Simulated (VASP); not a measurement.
# AlIn7 (Fm-3m) in VASP: a series of runs

The runs below take AlIn7 through single point, relaxation of cell and atoms, with PBE.

All numbers are computed with VASP 6.6.1; they aren't measurements. Logs are shortened: lines on timing, memory, paths and dates and some standing lists are left out, and cuts for length are marked.

## (1) The cell of the first run

Symmetry: Fm-3m, No. 225, cubic system. The conventional cell has a = 11.142 Å, b = 11.142 Å, c = 11.142 Å, α = 90.00°, β = 90.00°, γ = 90.00°. Within 3.6 Å of Al (site symmetry m-3m) lie 6 In at 2.70 Å. Within 3.6 Å of In (site symmetry 4mm) lie 1 Al at 2.70 Å and 1 In at 2.87 Å. In (site symmetry m-3m) has 6 In at 2.87 Å within 3.8 Å.

The cell was built from a structure type or drawn by symmetry, and may not be a known phase.

## (2) Single point, PBE

File INCAR:

```
PREC = Accurate ; ENCUT = 520
EDIFF = 1E-7 ; ISMEAR = 0
SIGMA = 0.2 ; LREAL = False
LASPH = True ; NELM = 80
ALGO = Normal ; ISIF = 2
LWAVE = False ; LCHARG = False
GGA = PE ; NBANDS = 57
```

File KPOINTS:

```
regular mesh
0
Gamma
  3 3 3
```

File POSCAR:

```
AlIn7
1.0
    0.0000000000      5.5708753961      5.5708753961
    5.5708753961      0.0000000000      5.5708753961
    5.5708753961      5.5708753961      0.0000000000
Al In
1 7
Direct
    0.5000000000      0.5000000000      0.5000000000
    0.2575175387      0.7424824613      0.7424824613
    0.7424824613      0.2575175387      0.2575175387
    0.7424824613      0.2575175387      0.7424824613
    0.2575175387      0.7424824613      0.2575175387
    0.7424824613      0.7424824613      0.2575175387
    0.2575175387      0.2575175387      0.7424824613
    0.0000000000      0.0000000000      0.0000000000
```

Potentials or basis: VASP PAW PBE potentials, release 64 (Al, In_d).

On the command line:

```bash
> cat potpaw_PBE.64/Al/POTCAR potpaw_PBE.64/In_d/POTCAR > POTCAR
> mpirun -np 1 vasp_std > vasp.out
```

OUTCAR:

```text
PREC = Accurate
   ENCUT = 520
   EDIFF = 1E-7
   ISMEAR = 0
   LREAL = False
   LASPH = True
   NELM = 80
   ISIF = 2
   GGA = PE

 ion  position               nearest neighbor table
   1  0.500  0.500  0.500-   2 2.70   3 2.70   4 2.70   5 2.70   6 2.70   7 2.70
   2  0.258  0.742  0.742-   1 2.70   8 2.87   5 3.82   6 3.82   7 3.82   4 3.82
   3  0.742  0.258  0.258-   1 2.70   8 2.87   5 3.82   6 3.82   7 3.82   4 3.82
   4  0.742  0.258  0.742-   1 2.70   8 2.87   3 3.82   6 3.82   7 3.82   2 3.82
   5  0.258  0.742  0.258-   1 2.70   8 2.87   3 3.82   6 3.82   7 3.82   2 3.82
   6  0.742  0.742  0.258-   1 2.70   8 2.87   3 3.82   4 3.82   5 3.82   2 3.82
   7  0.258  0.258  0.742-   1 2.70   8 2.87   3 3.82   4 3.82   5 3.82   2 3.82
   8  0.000  0.000  0.000-   2 2.87   3 2.87   4 2.87   5 2.87   6 2.87   7 2.87

  LATTYP: Found a face centered cubic cell.
 ALAT       =    11.1417507922

  Lattice vectors:

 A1 = (   0.0000000000,   5.5708753961,   5.5708753961)
 A2 = (   5.5708753961,   0.0000000000,   5.5708753961)
 A3 = (   5.5708753961,   5.5708753961,   0.0000000000)

Analysis of symmetry for initial positions (statically):
=====================================================================
 Subroutine PRICEL returns:
 Original cell was already a primitive cell.

 Routine SETGRP: Setting up the symmetry group for a
 face centered cubic supercell.

 Subroutine GETGRP returns: Found 48 space group operations
 (whereof 48 operations were pure point group operations)
 out of a pool of 48 trial point group operations.

The static configuration has the point symmetry O_h .

Analysis of symmetry for dynamics (positions and initial velocities):
=====================================================================
 Subroutine PRICEL returns:
 Original cell was already a primitive cell.

 Routine SETGRP: Setting up the symmetry group for a
 face centered cubic supercell.

 Subroutine GETGRP returns: Found 48 space group operations
 (whereof 48 operations were pure point group operations)
 out of a pool of 48 trial point group operations.

The dynamic configuration has the point symmetry O_h .

 Subroutine INISYM returns: Found 48 space group operations
 (whereof 48 operations are pure point group operations),
 and found     1 'primitive' translations

----------------------------------------------------------------------------------------

                                     Primitive cell

  volume of cell :     345.7804

  direct lattice vectors                    reciprocal lattice vectors
     0.000000000  5.570875396  5.570875396    -0.089752501  0.089752501  0.089752501
     5.570875396  0.000000000  5.570875396     0.089752501 -0.089752501  0.089752501
     5.570875396  5.570875396  0.000000000     0.089752501  0.089752501 -0.089752501

  length of vectors
     7.878407539  7.878407539  7.878407539     0.155455892  0.155455892  0.155455892

  position of ions in fractional coordinates (direct lattice)
     0.500000000  0.500000000  0.500000000
     0.257517539  0.742482461  0.742482461
     0.742482461  0.257517539  0.257517539
     0.742482461  0.257517539  0.742482461
     0.257517539  0.742482461  0.257517539
     0.742482461  0.742482461  0.257517539
     0.257517539  0.257517539  0.742482461
     0.000000000  0.000000000  0.000000000

  ion indices of the primitive-cell ions
   primitive index   ion index
                 1           1
                 2           2
                 3           3
                 4           4
                 5           5
                 6           6
                 7           7
                 8           8

----------------------------------------------------------------------------------------

 KPOINTS: regular mesh

Automatic generation of k-mesh.
 Grid dimensions read from file:
 generate k-points for:    3    3    3

 Generating k-lattice:

  Cartesian coordinates                     Fractional coordinates (reciprocal lattice)
    -0.029917500  0.029917500  0.029917500     0.333333333  0.000000000  0.000000000
     0.029917500 -0.029917500  0.029917500     0.000000000  0.333333333  0.000000000
     0.029917500  0.029917500 -0.029917500     0.000000000  0.000000000  0.333333333

  Length of vectors
     0.051818631  0.051818631  0.051818631

  Shift w.r.t. Gamma in fractional coordinates (k-lattice)
     0.000000000  0.000000000  0.000000000

 Subroutine IBZKPT returns following result:
 ===========================================

 Found      4 irreducible k-points:

 Following reciprocal coordinates:
            Coordinates               Weight
  0.000000  0.000000  0.000000      1.000000
  0.333333  0.000000  0.000000      8.000000
  0.333333  0.333333  0.000000      6.000000
 -0.333333  0.333333  0.000000     12.000000
   k-points           NKPTS =      4   k-points in BZ     NKDIM =      4   number of bands    NBANDS=     57
   number of dos      NEDOS =    301   number of ions     NIONS =      8
   total plane-waves  NPLWV = 216000
   dimension x,y,z NGX =    60 NGY =   60 NGZ =   60
   dimension x,y,z NGXF=   120 NGYF=  120 NGZF=  120
   ions per type =               1   7
   NGX,Y,Z   is equivalent  to a cutoff of  12.66, 12.66, 12.66 a.u.
   NGXF,Y,Z  is equivalent  to a cutoff of  25.32, 25.32, 25.32 a.u.
 SYSTEM =  unknown system
   PREC   = accura    normal or accurate (medium, high low for compatibility)
   ISTART =      0    job   : 0-new  1-cont  2-samecut
   ICHARG =      2    charge: 1-file 2-atom 10-const
   ISPIN  =      1    spin polarized calculation?
   LNONCOLLINEAR =      F non collinear calculations
   LSORBIT =      F    spin-orbit coupling
   LASPH  =      T    aspherical Exc in radial PAW
   ENCUT  =  520.0 eV  38.22 Ry    6.18 a.u.  14.65 14.65 14.65*2*pi/ulx,y,z
   NELM   =     80;   NELMIN=  2; NELMDL= -5     # of ELM steps
   EDIFF  = 0.1E-06   stopping-criterion for ELM
   LREAL  =      F    real-space projection
   EDIFFG = 0.1E-05   stopping-criterion for IOM
   NSW    =      0    number of steps for IOM
   IBRION =     -1    ionic relax: 0-MD 1-quasi-New 2-CG
   NFREE  =      0    steps in history (QN), initial steepest desc. (CG)
   ISIF   =      2    stress and relaxation
   ISYM   =      2    0-nonsym 1-usesym 2-fastsym
   POTIM  = 0.5000    time-step for ionic-motion
   TEBEG  =    0.0;   TEEND  =   0.0 temperature during run
   PSTRESS=    0.0 pullay stress
   NELECT =      94.0000    total number of electrons
   NUPDOWN=      -1.0000    fix difference up-down
   EMIN   =  10.00;   EMAX   =-10.00  energy-range for DOS
   EFERMI =   0.00;   METHOD = LEGACY
   ISMEAR =     0;   SIGMA  =   0.20  broadening in eV -4-tet -1-fermi 0-gaus
   EFERMI_NEDOS =   21; number of points for ismear=-14 and -15
   IALGO  =     38    algorithm
   IMIX   =      4    mixing-type and parameters
     AMIX     =   0.40;   BMIX     =  1.00
     AMIX_MAG =   1.60;   BMIX_MAG =  1.00
  volume/ion in A,a.u.               =      43.22       291.68
  Fermi-wavevector in a.u.,A,eV,Ry     =   1.060516  2.004085 15.302401  1.124695
  Thomas-Fermi vector in A             =   2.195900
   LORBIT       =      0    0 simple, 1 ext, 2 COOP (PROOUT), +10 PAW based schemes
   GGA     = PE    functional components
   LHFCALC =     F    Hartree Fock is set to
   AEXX    =    0.0000 exact exchange contribution
   IVDW    =     0    specifies the selected vdW correction
   LEPSILON=     F    determine dielectric tensor
   LRPA    =     F    only Hartree local field effects (RPA)
 non-spin polarized calculation
 Gauss-broadening in eV      SIGMA  =   0.20
  energy-cutoff  :      520.00
  volume of cell :      345.78
 maximum number of plane-waves:      9377
 NGX is ok and might be reduce to    60
   NGX = 29   NGY = 29   NGZ = 29

 number of electron      94.0000036 magnetization

 Free energy of the ion-electron system (eV)
  ---------------------------------------------------
  ext. energy  EPLUGINS =         0.00000000
  ---------------------------------------------------
  free energy    TOTEN  =       -17.58924694 eV

  energy without entropy =      -17.46872119  energy(sigma->0) =      -17.52898407

 E-fermi :   2.8437     XC(G=0):  -7.4781

 val. band max:        2.5256923773   @ k =   0.3333   0.0000   0.0000
 cond. band min:       2.9076037084   @ k =   0.3333   0.3333   0.0000
 fundamental gap:      0.3819113310
 Fermi energy:         2.8436659018

 k-point     1 :       0.0000    0.0000    0.0000
  band No.  band energies     occupation
      1     -12.3331      2.00000
      2     -12.3331      2.00000
      3     -12.0929      2.00000
      4     -12.0929      2.00000
      5     -12.0929      2.00000
      6     -12.0278      2.00000
[... 49 lines left out ...]
     56       5.9358      0.00000
     57       6.5207      0.00000

 k-point     2 :       0.3333    0.0000    0.0000
  band No.  band energies     occupation
      1     -12.3406      2.00000
      2     -12.3406      2.00000
      3     -12.0854      2.00000
      4     -12.0790      2.00000
      5     -12.0790      2.00000
      6     -11.9978      2.00000
[... 49 lines left out ...]
     56       6.1279      0.00000
     57       6.2633      0.00000

 k-point     3 :       0.3333    0.3333    0.0000
  band No.  band energies     occupation
      1     -12.3598      2.00000
      2     -12.3329      2.00000
      3     -12.0913      2.00000
      4     -12.0694      2.00000
      5     -12.0694      2.00000
      6     -11.9746      2.00000
[... 49 lines left out ...]
     56       5.9237      0.00000
     57       5.9885      0.00000

 k-point     4 :      -0.3333    0.3333    0.0000
  band No.  band energies     occupation
      1     -12.3575      2.00000
      2     -12.3405      2.00000
      3     -12.0804      2.00000
      4     -12.0711      2.00000
      5     -12.0667      2.00000
      6     -11.9480      2.00000
[... 49 lines left out ...]
     56       5.6512      0.00000
     57       5.6840      0.00000

------------------------ aborting loop because EDIFF is reached ----------------------------------------

  FORCE on cell =-STRESS in cart. coord.  units (eV):
  Direction    XX          YY          ZZ          XY          YZ          ZX
  --------------------------------------------------------------------------------------
  -------------------------------------------------------------------------------------
  Total        0.6301293      0.6301293      0.6301293     -0.0000000     -0.0000000     -0.0000000
  in kB        2.9197113      2.9197113      2.9197113     -0.0000000     -0.0000000     -0.0000000
  external PRESSURE =       2.9197113 kB  Pullay stress =       0.0000000 kB

 VOLUME and BASIS-vectors are now :
 -----------------------------------------------------------------------------
  energy-cutoff  :      520.00
  volume of cell :      345.78
      direct lattice vectors                 reciprocal lattice vectors
     0.000000000  5.570875396  5.570875396    -0.089752501  0.089752501  0.089752501
     5.570875396  0.000000000  5.570875396     0.089752501 -0.089752501  0.089752501
     5.570875396  5.570875396  0.000000000     0.089752501  0.089752501 -0.089752501

 POSITION                                       TOTAL-FORCE (eV/Angst)
 -----------------------------------------------------------------------------------
      5.57088      5.57088      5.57088        -0.000000      0.000000      0.000000
      8.27255      5.57088      5.57088        -0.035417      0.000000      0.000000
      2.86920      5.57088      5.57088         0.035417      0.000000      0.000000
      5.57088      8.27255      5.57088        -0.000000     -0.035417      0.000000
      5.57088      2.86920      5.57088        -0.000000      0.035417      0.000000
      5.57088      5.57088      8.27255        -0.000000      0.000000     -0.035417
      5.57088      5.57088      2.86920        -0.000000      0.000000      0.035417
      0.00000      0.00000      0.00000        -0.000000      0.000000      0.000000
 -----------------------------------------------------------------------------------
    total drift:                               -0.000000      0.000000     -0.000000

  FREE ENERGIE OF THE ION-ELECTRON SYSTEM (eV)
  ---------------------------------------------------
  free  energy   TOTEN  =       -17.5892469423 eV

  energy  without entropy=      -17.4687211927  energy(sigma->0) =      -17.52898407
```

It took 82 s on 1 thread of Intel Xeon Platinum 8488C (Sapphire Rapids), shared host; peak memory 0.5 GiB.

What came out:

```yaml
Free_energy: -17.5892 eV
Pressure: 0.3 GPa
Largest_force: 0.035 eV/Å
Band_gap_on_the_k_mesh: zero (bands 47 and 48 overlap by 0.95 eV)
```

Forces on the atoms (eV/Å):
```
Al   0.000  0.000  0.000
In  -0.035  0.000  0.000
In   0.035  0.000  0.000
In   0.000 -0.035  0.000
In   0.000  0.035  0.000
In   0.000  0.000 -0.035
In   0.000  0.000  0.035
In   0.000  0.000  0.000
```

Caveat: spin-orbit coupling is left out, which moves the levels of the heavy elements.

## (3) Relaxation of cell and atoms, PBE

This run uses another cell than the first one, of 28.20 Å³/atom.

File INCAR:

```
PREC     = Accurate       # precision mode
ENCUT    = 600            # plane-wave cutoff, eV
EDIFF    = 1E-7           # SCF threshold, eV
ISMEAR   = 0              # smearing method
SIGMA    = 0.2            # smearing width, eV
LREAL    = F              # projectors in reciprocal space
LASPH    = T              # aspherical terms in the spheres
NELM     = 60             # most SCF steps
ALGO     = Normal         # electronic algorithm
ISIF     = 3              # what is computed and relaxed
LWAVE    = F              # write WAVECAR
LCHARG   = F              # write CHGCAR
GGA      = PE             # functional
IBRION   = 2              # ionic algorithm
NSW      = 36             # ionic steps
EDIFFG   = -0.08          # ionic threshold
```

KPOINTS is that of step 2.

File POSCAR:

```
AlIn7
1.0
    0.0000000000      4.8319854500      4.8319854500
    4.8319854500      0.0000000000      4.8319854500
    4.8319854500      4.8319854500      0.0000000000
Al In
1 7
Direct
    0.5000000000      0.5000000000      0.5000000000
    0.2914135000      0.7085865000      0.7085865000
    0.7085865000      0.2914135000      0.2914135000
    0.7085865000      0.2914135000      0.7085865000
    0.2914135000      0.7085865000      0.2914135000
    0.7085865000      0.7085865000      0.2914135000
    0.2914135000      0.2914135000      0.7085865000
    0.0000000000      0.0000000000      0.0000000000
```

Potentials or basis: VASP PAW PBE potentials, release 64 (Al, In_d).

On the command line:

```bash
> cat potpaw_PBE.64/Al/POTCAR potpaw_PBE.64/In_d/POTCAR > POTCAR
> mpirun -np 1 vasp_std > vasp.out
```

Run time: 7.6 min. Hardware: 1 thread of Intel Xeon Platinum 8488C (Sapphire Rapids), shared host; peak memory 0.46 GiB.

The run converged. Its results:

* Free energy: -17.5722 eV
* Relaxed volume: 44.26 Å³/atom
* Relaxed cell: a = 7.941 Å, b = 7.941 Å, c = 7.941 Å, α = 60.00°, β = 60.00°, γ = 60.00°
* Space group after relaxing (to 0.1 Å): Fm-3m (No. 225)
* Energy gained by relaxing: 2039.5 meV/atom
* Ionic steps: 7
* Pressure after relaxing: -0.1 GPa
* Largest force after relaxing: 0.036 eV/Å
* Band gap on the k mesh: zero (bands 47 and 48 overlap by 0.92 eV)

Forces in eV/Å, atoms in the order of the input:
```
Al   0.000  0.000  0.000
In  -0.036  0.000  0.000
In   0.036  0.000  0.000
In   0.000 -0.036  0.000
In   0.000  0.036  0.000
In   0.000  0.000 -0.036
In   0.000  0.000  0.036
In   0.000  0.000  0.000
```

The path:
```
step  energy change (eV)  largest force (eV/Å)  pressure (GPa)  volume (Å³)
   1              0.0000               11.7025           36.53       225.64
   2            -14.0960                0.6172           -1.47       507.55
   3            -16.2882                0.2686            0.09       350.40
   4            -16.2938                0.2261            0.23       347.54
   5            -16.2954                0.1822            0.38       344.75
   6            -16.3099                0.1129            0.16       348.92
   7            -16.3159                0.0364           -0.07       354.08
```

Final structure:
```
CELL_PARAMETERS angstrom
0.00000 5.61510 5.61510
5.61510 0.00000 5.61510
5.61510 5.61510 0.00000
ATOMIC_POSITIONS crystal
Al 0.50000 0.50000 0.50000
In 0.25760 0.74240 0.74240
In 0.74240 0.25760 0.25760
In 0.74240 0.25760 0.74240
In 0.25760 0.74240 0.25760
In 0.74240 0.74240 0.25760
In 0.25760 0.25760 0.74240
In 0.00000 0.00000 0.00000
```

Levels at points of the mesh, in eV from the Fermi level:
| k point | band 43 | band 44 | band 45 | band 46 | band 47 | band 48 | band 49 | band 50 | band 51 | band 52 |
| --- | --- | --- | --- | --- | --- | --- | --- | --- | --- | --- |
| (0.00, 0.00, 0.00) | -2.26 | -2.26 | -2.26 | -0.84 | -0.84 | -0.84 | -0.45 | 2.81 | 2.81 | 2.81 |

Caveat: the k points lie up to 0.32 Å⁻¹ apart in the final cell, too coarse for converged energies and pressures of a metal; the volume moved by over 15 % at a fixed basis, so the end points are rough; spin-orbit coupling is left out, which moves the levels of the heavy elements; the relaxation stopped at a loose force limit of 0.08 eV/Å, so its end isn't a converged minimum.
